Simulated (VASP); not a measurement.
# InP (m.bgw) (F-43m) in VASP: single point with PBEsol

Aim: the single point of InP (m.bgw) with PBEsol.

Everything below comes from runs of VASP 6.6.1. Logs are shortened: lines on timing, memory, paths and dates and some standing lists are left out, and cuts for length are marked.

## 1. The cell of the first run

It takes space group F-43m (No. 216, cubic). Conventional cell: a = 5.879 Å, b = 5.879 Å, c = 5.879 Å, α = 90.00°, β = 90.00°, γ = 90.00°. Within 3.4 Å of In (site symmetry -43m) lie 4 P at 2.55 Å. P (site symmetry -43m) has 4 In at 2.55 Å within 3.4 Å.

## 2. Single point, PBEsol

INCAR reads:

```
  ALGO = Normal
  EDIFF = 1E-6
  ENCUT = 500
  GGA = PS
  GGA_COMPAT = F
  ISIF = 2
  ISMEAR = 0
  LASPH = T
  LCHARG = T
  LELF = T
  LREAL = F
  LVHAR = T
  LWAVE = F
  NBANDS = 16
  NELM = 120
  PREC = Accurate
  SIGMA = 0.01
```

KPOINTS reads:

```
k-points
0
Gamma
  4 4 4
```

POSCAR reads:

```
InP
1.0
    0.0000000000      2.9394549845      2.9394549845
    2.9394549845      0.0000000000      2.9394549845
    2.9394549845      2.9394549845      0.0000000000
In P
1 1
Direct
    0.0000000000      0.0000000000      0.0000000000
    0.2500000000      0.2500000000      0.2500000000
```

Potentials or basis: VASP PAW PBE potentials, release 64 (In_d, P).

On the command line:

```sh
$ cat potpaw_PBE.64/In_d/POTCAR potpaw_PBE.64/P/POTCAR > POTCAR
$ mpirun -np 1 vasp_std > vasp.out
```

OUTCAR:

```text
EDIFF = 1E-6
   ENCUT = 500
   GGA = PS
   ISIF = 2
   ISMEAR = 0
   LASPH = T
   LREAL = F
   NELM = 120
   PREC = Accurate

 ion  position               nearest neighbor table
   1  0.000  0.000  0.000-   2 2.55   2 2.55   2 2.55   2 2.55
   2  0.250  0.250  0.250-   1 2.55   1 2.55   1 2.55   1 2.55

  LATTYP: Found a face centered cubic cell.
 ALAT       =     5.8789099690

  Lattice vectors:

 A1 = (   0.0000000000,   2.9394549845,   2.9394549845)
 A2 = (   2.9394549845,   0.0000000000,   2.9394549845)
 A3 = (   2.9394549845,   2.9394549845,   0.0000000000)

Analysis of symmetry for initial positions (statically):
=====================================================================
 Subroutine PRICEL returns:
 Original cell was already a primitive cell.

 Routine SETGRP: Setting up the symmetry group for a
 face centered cubic supercell.

 Subroutine GETGRP returns: Found 24 space group operations
 (whereof 24 operations were pure point group operations)
 out of a pool of 48 trial point group operations.

The static configuration has the point symmetry T_d .

Analysis of symmetry for dynamics (positions and initial velocities):
=====================================================================
 Subroutine PRICEL returns:
 Original cell was already a primitive cell.

 Routine SETGRP: Setting up the symmetry group for a
 face centered cubic supercell.

 Subroutine GETGRP returns: Found 24 space group operations
 (whereof 24 operations were pure point group operations)
 out of a pool of 48 trial point group operations.

The dynamic configuration has the point symmetry T_d .

 Subroutine INISYM returns: Found 24 space group operations
 (whereof 24 operations are pure point group operations),
 and found     1 'primitive' translations

----------------------------------------------------------------------------------------

                                     Primitive cell

  volume of cell :      50.7961

  direct lattice vectors                    reciprocal lattice vectors
     0.000000000  2.939454985  2.939454985    -0.170099560  0.170099560  0.170099560
     2.939454985  0.000000000  2.939454985     0.170099560 -0.170099560  0.170099560
     2.939454985  2.939454985  0.000000000     0.170099560  0.170099560 -0.170099560

  length of vectors
     4.157017105  4.157017105  4.157017105     0.294621081  0.294621081  0.294621081

  position of ions in fractional coordinates (direct lattice)
     0.000000000  0.000000000  0.000000000
     0.250000000  0.250000000  0.250000000

  ion indices of the primitive-cell ions
   primitive index   ion index
                 1           1
                 2           2

----------------------------------------------------------------------------------------

 KPOINTS: k-points

Automatic generation of k-mesh.
 Grid dimensions read from file:
 generate k-points for:    4    4    4

 Generating k-lattice:

  Cartesian coordinates                     Fractional coordinates (reciprocal lattice)
    -0.042524890  0.042524890  0.042524890     0.250000000  0.000000000  0.000000000
     0.042524890 -0.042524890  0.042524890     0.000000000  0.250000000  0.000000000
     0.042524890  0.042524890 -0.042524890     0.000000000  0.000000000  0.250000000

  Length of vectors
     0.073655270  0.073655270  0.073655270

  Shift w.r.t. Gamma in fractional coordinates (k-lattice)
     0.000000000  0.000000000  0.000000000

 Subroutine IBZKPT returns following result:
 ===========================================

 Found      8 irreducible k-points:

 Following reciprocal coordinates:
            Coordinates               Weight
  0.000000  0.000000  0.000000      1.000000
  0.250000  0.000000  0.000000      8.000000
  0.500000  0.000000  0.000000      4.000000
  0.250000  0.250000  0.000000      6.000000
  0.500000  0.250000  0.000000     24.000000
 -0.250000  0.250000  0.000000     12.000000
  0.500000  0.500000  0.000000      3.000000
 -0.250000  0.500000  0.250000      6.000000
   k-points           NKPTS =      8   k-points in BZ     NKDIM =      8   number of bands    NBANDS=     16
   number of dos      NEDOS =    301   number of ions     NIONS =      2
   total plane-waves  NPLWV =  27000
   dimension x,y,z NGX =    30 NGY =   30 NGZ =   30
   dimension x,y,z NGXF=    60 NGYF=   60 NGZF=   60
   ions per type =               1   1
   NGX,Y,Z   is equivalent  to a cutoff of  12.00, 12.00, 12.00 a.u.
   NGXF,Y,Z  is equivalent  to a cutoff of  23.99, 23.99, 23.99 a.u.
 SYSTEM =  unknown system
   PREC   = accura    normal or accurate (medium, high low for compatibility)
   ISTART =      0    job   : 0-new  1-cont  2-samecut
   ICHARG =      2    charge: 1-file 2-atom 10-const
   ISPIN  =      1    spin polarized calculation?
   LNONCOLLINEAR =      F non collinear calculations
   LSORBIT =      F    spin-orbit coupling
   LASPH  =      T    aspherical Exc in radial PAW
   ENCUT  =  500.0 eV  36.75 Ry    6.06 a.u.   7.58  7.58  7.58*2*pi/ulx,y,z
   NELM   =    120;   NELMIN=  2; NELMDL= -5     # of ELM steps
   EDIFF  = 0.1E-05   stopping-criterion for ELM
   LREAL  =      F    real-space projection
   EDIFFG = 0.1E-04   stopping-criterion for IOM
   NSW    =      0    number of steps for IOM
   IBRION =     -1    ionic relax: 0-MD 1-quasi-New 2-CG
   NFREE  =      0    steps in history (QN), initial steepest desc. (CG)
   ISIF   =      2    stress and relaxation
   ISYM   =      2    0-nonsym 1-usesym 2-fastsym
   POTIM  = 0.5000    time-step for ionic-motion
   TEBEG  =    0.0;   TEEND  =   0.0 temperature during run
   PSTRESS=    0.0 pullay stress
   NELECT =      18.0000    total number of electrons
   NUPDOWN=      -1.0000    fix difference up-down
   EMIN   =  10.00;   EMAX   =-10.00  energy-range for DOS
   EFERMI =   0.00;   METHOD = LEGACY
   ISMEAR =     0;   SIGMA  =   0.01  broadening in eV -4-tet -1-fermi 0-gaus
   EFERMI_NEDOS =   21; number of points for ismear=-14 and -15
   IALGO  =     38    algorithm
   IMIX   =      4    mixing-type and parameters
     AMIX     =   0.40;   BMIX     =  1.00
     AMIX_MAG =   1.60;   BMIX_MAG =  1.00
  volume/ion in A,a.u.               =      25.40       171.39
  Fermi-wavevector in a.u.,A,eV,Ry     =   1.158481  2.189211 18.260078  1.342078
  Thomas-Fermi vector in A             =   2.295083
   LORBIT       =      0    0 simple, 1 ext, 2 COOP (PROOUT), +10 PAW based schemes
   GGA     = PS    functional components
   LHFCALC =     F    Hartree Fock is set to
   AEXX    =    0.0000 exact exchange contribution
   IVDW    =     0    specifies the selected vdW correction
   LEPSILON=     F    determine dielectric tensor
   LRPA    =     F    only Hartree local field effects (RPA)
 non-spin polarized calculation
 Gauss-broadening in eV      SIGMA  =   0.01
  energy-cutoff  :      500.00
  volume of cell :       50.80
 maximum number of plane-waves:      1308
   NGX = 15   NGY = 15   NGZ = 15

 number of electron      18.0000005 magnetization

 Free energy of the ion-electron system (eV)
  ---------------------------------------------------
  ext. energy  EPLUGINS =         0.00000000
  ---------------------------------------------------
  free energy    TOTEN  =        -9.03911324 eV

  energy without entropy =       -9.03911324  energy(sigma->0) =       -9.03911324

 E-fermi :   5.0885     XC(G=0):  -9.4210

 val. band max:        5.0391404115   @ k =   0.0000   0.0000   0.0000
 cond. band min:       5.5880469747   @ k =   0.0000   0.0000   0.0000
 fundamental gap:      0.5489065633
 Fermi energy:         5.0885238068

 k-point     1 :       0.0000    0.0000    0.0000
  band No.  band energies     occupation
      1      -9.1425      2.00000
      2      -9.1425      2.00000
      3      -9.1425      2.00000
      4      -8.9948      2.00000
      5      -8.9948      2.00000
      6      -6.4527      2.00000
      7       5.0391      2.00000
      8       5.0391      2.00000
      9       5.0391      2.00000
     10       5.5880      0.00000
     11       9.0214      0.00000
     12       9.0214      0.00000
     13       9.0214      0.00000
     14      13.3268      0.00000
     15      14.4286      0.00000
     16      14.4286      0.00000

 k-point     2 :       0.2500    0.0000    0.0000
  band No.  band energies     occupation
      1      -9.2023      2.00000
      2      -9.1197      2.00000
      3      -9.1197      2.00000
      4      -8.9923      2.00000
      5      -8.9923      2.00000
      6      -5.7784      2.00000
      7       1.5540      2.00000
      8       4.4762      2.00000
      9       4.4762      2.00000
     10       6.6948      0.00000
     11       9.7251      0.00000
     12       9.7251      0.00000
     13      10.2282      0.00000
     14      13.5252      0.00000
     15      13.5252      0.00000
     16      13.9295      0.00000

 k-point     3 :       0.5000    0.0000    0.0000
  band No.  band energies     occupation
      1      -9.2571      2.00000
      2      -9.1046      2.00000
      3      -9.1046      2.00000
      4      -8.9814      2.00000
      5      -8.9814      2.00000
      6      -4.7280      2.00000
      7      -0.7373      2.00000
      8       4.0608      2.00000
      9       4.0608      2.00000
     10       6.3942      0.00000
     11       9.7421      0.00000
     12       9.7421      0.00000
     13      11.9497      0.00000
     14      14.2984      0.00000
     15      15.6048      0.00000
     16      15.6048      0.00000

 k-point     4 :       0.2500    0.2500    0.0000
  band No.  band energies     occupation
      1      -9.2412      2.00000
      2      -9.0925      2.00000
      3      -9.0925      2.00000
      4      -9.0179      2.00000
      5      -8.9776      2.00000
      6      -5.5565      2.00000
      7       1.6570      2.00000
      8       3.6161      2.00000
      9       3.6161      2.00000
     10       7.3889      0.00000
     11       8.0496      0.00000
     12      11.3167      0.00000
     13      11.3167      0.00000
     14      11.8238      0.00000
     15      14.9733      0.00000
     16      16.8880      0.00000

 k-point     5 :       0.5000    0.2500    0.0000
  band No.  band energies     occupation
      1      -9.2796      2.00000
      2      -9.0822      2.00000
      3      -9.0696      2.00000
      4      -9.0147      2.00000
      5      -8.9740      2.00000
      6      -4.4687      2.00000
      7      -0.3292      2.00000
      8       2.2926      2.00000
      9       3.2866      2.00000
     10       7.4622      0.00000
     11       9.3145      0.00000
     12      11.0823      0.00000
     13      11.6055      0.00000
     14      14.3205      0.00000
     15      15.7430      0.00000
     16      16.9027      0.00000

 k-point     6 :      -0.2500    0.2500    0.0000
  band No.  band energies     occupation
      1      -9.2514      2.00000
      2      -9.0980      2.00000
      3      -9.0901      2.00000
      4      -8.9961      2.00000
      5      -8.9899      2.00000
      6      -4.8602      2.00000
      7       0.2292      2.00000
      8       2.1806      2.00000
      9       4.0045      2.00000
     10       7.9234      0.00000
     11       9.9748      0.00000
     12      10.4815      0.00000
     13      10.5789      0.00000
     14      13.0311      0.00000
     15      15.2516      0.00000
     16      16.7880      0.00000

 k-point     7 :       0.5000    0.5000    0.0000
  band No.  band energies     occupation
      1      -9.3219      2.00000
      2      -9.0456      2.00000
      3      -9.0400      2.00000
      4      -9.0400      2.00000
      5      -8.9603      2.00000
      6      -4.0690      2.00000
      7      -0.7647      2.00000
      8       2.7042      2.00000
      9       2.7042      2.00000
     10       6.6531      0.00000
     11       7.1809      0.00000
     12      14.0758      0.00000
     13      14.4858      0.00000
     14      14.4858      0.00000
     15      15.7808      0.00000
     16      16.7641      0.00000

 k-point     8 :      -0.2500    0.5000    0.2500
  band No.  band energies     occupation
      1      -9.2884      2.00000
      2      -9.0842      2.00000
      3      -9.0486      2.00000
      4      -9.0150      2.00000
      5      -8.9801      2.00000
      6      -3.9893      2.00000
      7      -0.6145      2.00000
      8       2.0599      2.00000
      9       2.0951      2.00000
     10       9.2147      0.00000
     11       9.3289      0.00000
     12      10.4584      0.00000
     13      11.1052      0.00000
     14      15.0484      0.00000
     15      16.2713      0.00000
     16      16.8971      0.00000

------------------------ aborting loop because EDIFF is reached ----------------------------------------

  FORCE on cell =-STRESS in cart. coord.  units (eV):
  Direction    XX          YY          ZZ          XY          YZ          ZX
  --------------------------------------------------------------------------------------
  -------------------------------------------------------------------------------------
  Total        0.0485089      0.0485089      0.0485089     -0.0000000      0.0000000      0.0000000
  in kB        1.5300347      1.5300347      1.5300347     -0.0000000      0.0000000      0.0000000
  external PRESSURE =       1.5300347 kB  Pullay stress =       0.0000000 kB

 VOLUME and BASIS-vectors are now :
 -----------------------------------------------------------------------------
  energy-cutoff  :      500.00
  volume of cell :       50.80
      direct lattice vectors                 reciprocal lattice vectors
     0.000000000  2.939454985  2.939454985    -0.170099560  0.170099560  0.170099560
     2.939454985  0.000000000  2.939454985     0.170099560 -0.170099560  0.170099560
     2.939454985  2.939454985  0.000000000     0.170099560  0.170099560 -0.170099560

 POSITION                                       TOTAL-FORCE (eV/Angst)
 -----------------------------------------------------------------------------------
      0.00000      0.00000      0.00000         0.000000      0.000000      0.000000
      1.46973      1.46973      1.46973        -0.000000     -0.000000     -0.000000
 -----------------------------------------------------------------------------------
    total drift:                                0.000000      0.000000     -0.000000

  FREE ENERGIE OF THE ION-ELECTRON SYSTEM (eV)
  ---------------------------------------------------
  free  energy   TOTEN  =        -9.0391132421 eV

  energy  without entropy=       -9.0391132421  energy(sigma->0) =       -9.03911324
```

Run time: 4.8 s. Hardware: 1 thread of Intel Xeon Platinum 8559C (Emerald Rapids), shared host; peak memory 0.16 GiB.

Results:

```yaml
Free_energy: -9.0391 eV
Pressure: 0.2 GPa
Band_gap_on_the_k_mesh: 0.55 eV, direct
```

Caveat: the k points lie up to 0.46 Å⁻¹ apart; the PAW data sets were made with another functional, which shifts forces and pressure a little; spin-orbit coupling is left out, which moves the levels of the heavy elements. A hybrid or GW would open this gap; PBEsol tends to underestimate it.
